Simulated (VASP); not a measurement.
# AlNi3 (Fm-3m) in VASP: vibrations by perturbation theory with PBEsol

Aim: the vibrations by perturbation theory of AlNi3 with PBEsol.

All numbers are computed with VASP 6.6.1; they aren't measurements. Logs are shortened: lines on timing, memory, paths and dates and some standing lists are left out, and cuts for length are marked.

## Step 1: The cell of the first run

Symmetry: Fm-3m, No. 225, cubic system. Conventional cell: a = 5.604 Å, b = 5.604 Å, c = 5.604 Å, α = 90.00°, β = 90.00°, γ = 90.00°. Within 3.2 Å of Ni (site symmetry -43m) lie 4 Al at 2.43 Å and 10 Ni at 2.43 to 2.80 Å. Ni (site symmetry m-3m) has 8 Ni at 2.43 Å and 6 Al at 2.80 Å within 3.2 Å. Al (site symmetry m-3m) has 14 Ni at 2.43 to 2.80 Å within 3.2 Å.

## Step 2: Vibrations by perturbation theory, PBEsol, collinear spin, ferromagnetic start

Input file INCAR:

```
ALGO = Normal ; EDIFF = 1E-8
ENCUT = 520 ; GGA = PS
IBRION = 8 ; ISIF = 2
ISMEAR = -1 ; ISPIN = 2
LASPH = True ; LCHARG = True
LMAXMIX = 4 ; LORBIT = 11
LREAL = False ; LWAVE = False
MAGMOM = 1 1 1 0 ; NBANDS = 28
NELM = 150 ; NSW = 1
PREC = Accurate ; SIGMA = 0.05
```

Input file KPOINTS:

```
k-points
0
Gamma
  8 8 8
```

Input file POSCAR:

```
AlNi3
1.0
    0.0000000000      2.8018887551      2.8018887551
    2.8018887551      0.0000000000      2.8018887551
    2.8018887551      2.8018887551      0.0000000000
Ni Al
3 1
Direct
    0.7500000000      0.7500000000      0.7500000000
    0.0000000000      0.0000000000      0.0000000000
    0.2500000000      0.2500000000      0.2500000000
    0.5000000000      0.5000000000      0.5000000000
```

Potentials or basis: VASP PAW PBE potentials, release 64 (Ni, Al).

Started as:

```bash
$ cat potpaw_PBE.64/Ni/POTCAR potpaw_PBE.64/Al/POTCAR > POTCAR
$ mpirun -np 1 vasp_std > vasp.out
```

OUTCAR:

```text
EDIFF = 1E-8
   ENCUT = 520
   GGA = PS
   IBRION = 8
   ISIF = 2
   ISMEAR = -1
   ISPIN = 2
   LASPH = True
   LORBIT = 11
   LREAL = False
   NELM = 150
   NSW = 1
   PREC = Accurate

 ion  position               nearest neighbor table
   1  0.750  0.750  0.750-   4 2.43   2 2.43   4 2.43   2 2.43   4 2.43   4 2.43   2 2.43   2 2.43
                             3 2.80   3 2.80   3 2.80   3 2.80   3 2.80   3 2.80
   2  0.000  0.000  0.000-   1 2.43   3 2.43   1 2.43   1 2.43   3 2.43   1 2.43   3 2.43   3 2.43
                             4 2.80   4 2.80   4 2.80   4 2.80   4 2.80   4 2.80
   3  0.250  0.250  0.250-   2 2.43   4 2.43   2 2.43   2 2.43   4 2.43   2 2.43   4 2.43   4 2.43
                             1 2.80   1 2.80   1 2.80   1 2.80   1 2.80   1 2.80
   4  0.500  0.500  0.500-   3 2.43   1 2.43   3 2.43   1 2.43   3 2.43   3 2.43   1 2.43   1 2.43
                             2 2.80   2 2.80   2 2.80   2 2.80   2 2.80   2 2.80

  LATTYP: Found a face centered cubic cell.
 ALAT       =     5.6037775102

  Lattice vectors:

 A1 = (   0.0000000000,   2.8018887551,   2.8018887551)
 A2 = (   2.8018887551,   0.0000000000,   2.8018887551)
 A3 = (   2.8018887551,   2.8018887551,   0.0000000000)

Analysis of symmetry for initial positions (statically):
=====================================================================
 Subroutine PRICEL returns:
 Original cell was already a primitive cell.

 Routine SETGRP: Setting up the symmetry group for a
 face centered cubic supercell.

 Subroutine GETGRP returns: Found 48 space group operations
 (whereof 48 operations were pure point group operations)
 out of a pool of 48 trial point group operations.

The static configuration has the point symmetry O_h .

Analysis of symmetry for dynamics (positions and initial velocities):
=====================================================================
 Subroutine PRICEL returns:
 Original cell was already a primitive cell.

 Routine SETGRP: Setting up the symmetry group for a
 face centered cubic supercell.

 Subroutine GETGRP returns: Found 48 space group operations
 (whereof 48 operations were pure point group operations)
 out of a pool of 48 trial point group operations.

The dynamic configuration has the point symmetry O_h .

Analysis of structural, dynamic, and magnetic symmetry:
=====================================================================
 Subroutine PRICEL returns:
 Original cell was already a primitive cell.

 Routine SETGRP: Setting up the symmetry group for a
 face centered cubic supercell.

 Subroutine GETGRP returns: Found 48 space group operations
 (whereof 48 operations were pure point group operations)
 out of a pool of 48 trial point group operations.

The overall configuration has the point symmetry O_h .

 Subroutine INISYM returns: Found 48 space group operations
 (whereof 48 operations are pure point group operations),
 and found     1 'primitive' translations

----------------------------------------------------------------------------------------

                                     Primitive cell

  volume of cell :      43.9929

  direct lattice vectors                    reciprocal lattice vectors
     0.000000000  2.801888755  2.801888755    -0.178451053  0.178451053  0.178451053
     2.801888755  0.000000000  2.801888755     0.178451053 -0.178451053  0.178451053
     2.801888755  2.801888755  0.000000000     0.178451053  0.178451053 -0.178451053

  length of vectors
     3.962469078  3.962469078  3.962469078     0.309086291  0.309086291  0.309086291

  position of ions in fractional coordinates (direct lattice)
     0.750000000  0.750000000  0.750000000
     0.000000000  0.000000000  0.000000000
     0.250000000  0.250000000  0.250000000
     0.500000000  0.500000000  0.500000000

  ion indices of the primitive-cell ions
   primitive index   ion index
                 1           1
                 2           2
                 3           3
                 4           4
[... 111 lines left out ...]

 number of electron      33.0000016 magnetization       0.0008102

 number of electron      33.0000016 magnetization      -0.0000175

 Free energy of the ion-electron system (eV)
  ---------------------------------------------------
  ext. energy  EPLUGINS =         0.00000000
  ---------------------------------------------------
  free energy    TOTEN  =       -24.08709913 eV

  energy without entropy =      -24.06793533  energy(sigma->0) =      -24.07751723

 E-fermi :   9.7959     XC(G=0): -12.9629

 val. band max:        9.7947982063   @ k =  -0.2500   0.5000   0.2500
 cond. band min:       9.8154090904   @ k =  -0.3750   0.1250   0.0000
 fundamental gap:      0.0206108841
 Fermi energy:         9.7959176919

 spin component 1

 k-point     1 :       0.0000    0.0000    0.0000
  band No.  band energies     occupation
      1      -0.4038      1.00000
      2       6.1968      1.00000
      3       6.1968      1.00000
      4       6.3223      1.00000
      5       6.3223      1.00000
      6       6.3223      1.00000
[... 733 lines left out ...]
     27      24.9104      0.00000
     28      27.6994      0.00000

 [... further k-points ...]

 spin component 2

 k-point     1 :       0.0000    0.0000    0.0000
  band No.  band energies     occupation
      1      -0.4038      1.00000
      2       6.1968      1.00000
      3       6.1968      1.00000
      4       6.3223      1.00000
      5       6.3223      1.00000
      6       6.3223      1.00000
[... 733 lines left out ...]
     27      24.9104      0.00000
     28      27.6994      0.00000

 [... further k-points ...]

------------------------ aborting loop because EDIFF is reached ----------------------------------------

  FORCE on cell =-STRESS in cart. coord.  units (eV):
  Direction    XX          YY          ZZ          XY          YZ          ZX
  --------------------------------------------------------------------------------------
  -------------------------------------------------------------------------------------
  Total       -0.1777499     -0.1777499     -0.1777499      0.0000000      0.0000000     -0.0000000
  in kB       -6.4734707     -6.4734707     -6.4734707      0.0000000      0.0000000     -0.0000000
  external PRESSURE =      -6.4734707 kB  Pullay stress =       0.0000000 kB

 VOLUME and BASIS-vectors are now :
 -----------------------------------------------------------------------------
  energy-cutoff  :      520.00
  volume of cell :       43.99
      direct lattice vectors                 reciprocal lattice vectors
     0.000000000  2.801888755  2.801888755    -0.178451053  0.178451053  0.178451053
     2.801888755  0.000000000  2.801888755     0.178451053 -0.178451053  0.178451053
     2.801888755  2.801888755  0.000000000     0.178451053  0.178451053 -0.178451053

 POSITION                                       TOTAL-FORCE (eV/Angst)
 -----------------------------------------------------------------------------------
      4.20283      4.20283      4.20283         0.000000      0.000000     -0.000000
      0.00000      0.00000      0.00000        -0.000000      0.000000      0.000000
      1.40094      1.40094      1.40094        -0.000000     -0.000000      0.000000
      2.80189      2.80189      2.80189        -0.000000      0.000000      0.000000
 -----------------------------------------------------------------------------------
    total drift:                                0.000000     -0.000000      0.000000

  FREE ENERGIE OF THE ION-ELECTRON SYSTEM (eV)
  ---------------------------------------------------
  free  energy   TOTEN  =       -24.0870991307 eV

  energy  without entropy=      -24.0679353280  energy(sigma->0) =      -24.07751723

[... ionic steps 2 to 12 ...]

--------------------------------------- Ionic step       13  -------------------------------------------

 Free energy of the ion-electron system (eV)
  ---------------------------------------------------
  ---------------------------------------------------
  free energy    TOTEN  =        -0.00761787 eV

  energy without entropy =       -0.00761787

------------------------ aborting loop because EDIFF is reached ----------------------------------------

 INTERNAL STRAIN TENSOR  FOR ION    4  DIRECTION 1   (eV/Angst):
 -----------------------------------------------------------------------------
     0.02085  0.00000  0.00000
     0.00000 -0.00587  0.00000
     0.00000  0.00000 -0.00587

 INTERNAL STRAIN TENSOR FOR ION    4 for displacements in x,y,z  (eV/Angst):
          X           Y           Z          XY          YZ          ZX
  --------------------------------------------------------------------------------
  x     0.00000     0.00000     0.00000     0.00000     0.00000     0.00000
  y     0.00000     0.00000     0.00000     0.00000     0.00000     0.00000
  z     0.00000     0.00000     0.00000     0.00000     0.00000     0.00000

 SECOND DERIVATIVES (NOT SYMMETRIZED)
 ------------------------------------
               1X          1Y          1Z          2X          2Y          2Z          3X          3Y          3Z          4X          4Y          4Z
  1X    -7.782371    0.000000    0.000000    3.721045    0.000000    0.000000    0.237219   -0.000000   -0.000000    3.824107    0.000000    0.000000
  1Y     0.000000   -7.782371    0.000000    0.000000    3.721045    0.000000   -0.000000    0.237219    0.000000    0.000000    3.824107    0.000000
  1Z     0.000000    0.000000   -7.782371    0.000000    0.000000    3.721045   -0.000000    0.000000    0.237219    0.000000    0.000000    3.824107
  2X     3.723834    0.000000    0.000000   -8.973468    0.000000    0.000000    3.723834    0.000000    0.000000    1.525799    0.000000    0.000000
  2Y     0.000000    3.723834    0.000000    0.000000   -8.973468    0.000000    0.000000    3.723834    0.000000    0.000000    1.525799    0.000000
  2Z     0.000000    0.000000    3.723834    0.000000    0.000000   -8.973468    0.000000    0.000000    3.723834    0.000000    0.000000    1.525799
  3X     0.237219   -0.000000   -0.000000    3.721045    0.000000    0.000000   -7.782371    0.000000    0.000000    3.824107    0.000000    0.000000
  3Y    -0.000000    0.237219    0.000000    0.000000    3.721045    0.000000    0.000000   -7.782371    0.000000    0.000000    3.824107    0.000000
  3Z    -0.000000    0.000000    0.237219    0.000000    0.000000    3.721045    0.000000    0.000000   -7.782371    0.000000    0.000000    3.824107
  4X     3.816728    0.000000    0.000000    1.524053    0.000000    0.000000    3.816728    0.000000    0.000000   -9.157509    0.000000    0.000000
  4Y     0.000000    3.816728    0.000000    0.000000    1.524053    0.000000    0.000000    3.816728    0.000000    0.000000   -9.157509    0.000000
  4Z     0.000000    0.000000    3.816728    0.000000    0.000000    1.524053    0.000000    0.000000    3.816728    0.000000    0.000000   -9.157509

 Eigenvectors and eigenvalues of the dynamical matrix
 ----------------------------------------------------

   1 f  =    9.961140 THz    62.587691 2PiTHz  332.267877 cm-1    41.195948 meV
             X         Y         Z           dx          dy          dz
      4.202833  4.202833  4.202833    -0.288085    0.127037   -0.000000
      0.000000  0.000000  0.000000     0.020380   -0.008987    0.000000
      1.400944  1.400944  1.400944    -0.288085    0.127037    0.000000
      2.801889  2.801889  2.801889     0.819024   -0.361166    0.000000
[... 71 lines left out ...]
  12 f/i=    0.003110 THz     0.019542 2PiTHz    0.103748 cm-1     0.012863 meV
             X         Y         Z           dx          dy          dz
      4.202833  4.202833  4.202833    -0.501769   -0.192993    0.000427
      0.000000  0.000000  0.000000    -0.501637   -0.192943    0.000427
      1.400944  1.400944  1.400944    -0.501769   -0.192993    0.000427
      2.801889  2.801889  2.801889    -0.340505   -0.130967    0.000290

--------------------------------------------------------------------------------------------------------

 ELASTIC MODULI CONTR FROM IONIC RELAXATION (kBar)
 Direction    XX          YY          ZZ          XY          YZ          ZX
 --------------------------------------------------------------------------------
 XX           0.0000      0.0000      0.0000      0.0000      0.0000      0.0000
 YY           0.0000      0.0000      0.0000      0.0000      0.0000      0.0000
 ZZ           0.0000      0.0000      0.0000      0.0000      0.0000      0.0000
 XY           0.0000      0.0000      0.0000     -9.7696     -0.0000      0.0000
 YZ           0.0000      0.0000      0.0000      0.0000     -9.7696      0.0000
 ZX           0.0000      0.0000      0.0000     -0.0000      0.0000     -9.7696
 --------------------------------------------------------------------------------

 total charge

# of ion       s       p       d       tot
------------------------------------------
    1        0.488   0.532   8.445   9.466
    2        0.493   0.512   8.406   9.412
    3        0.488   0.532   8.445   9.466
    4        0.404   0.415   0.000   0.819
--------------------------------------------------
tot          1.873   1.992  25.297  29.163

 magnetization (x)

# of ion       s       p       d       tot
------------------------------------------
    1       -0.000  -0.000  -0.000  -0.000
    2        0.000  -0.000   0.000   0.000
    3       -0.000  -0.000  -0.000  -0.000
    4       -0.000  -0.000   0.000  -0.000
--------------------------------------------------
tot         -0.000  -0.000  -0.000  -0.000
```

It took 8.6 min on 1 thread of Intel Xeon 6975P-C (Granite Rapids), shared host; peak memory 0.54 GiB.

What came out:

```
Net moment                                            : 0.00 μB per cell
Valence electrons inside the program's atomic spheres : Ni 9.47, 9.41 (each value once); Al 0.82
Highest phonon frequency at Γ                         : 332 cm⁻¹
```

Phonon frequencies in cm⁻¹ (negative: imaginary):
```csv
q point,frequencies
"(0.000, 0.000, 0.000)",0 0 0 193 193 193 242 242 242 332 332 332
```

Caveat: the PAW data sets were made with another functional, which shifts forces and pressure a little.
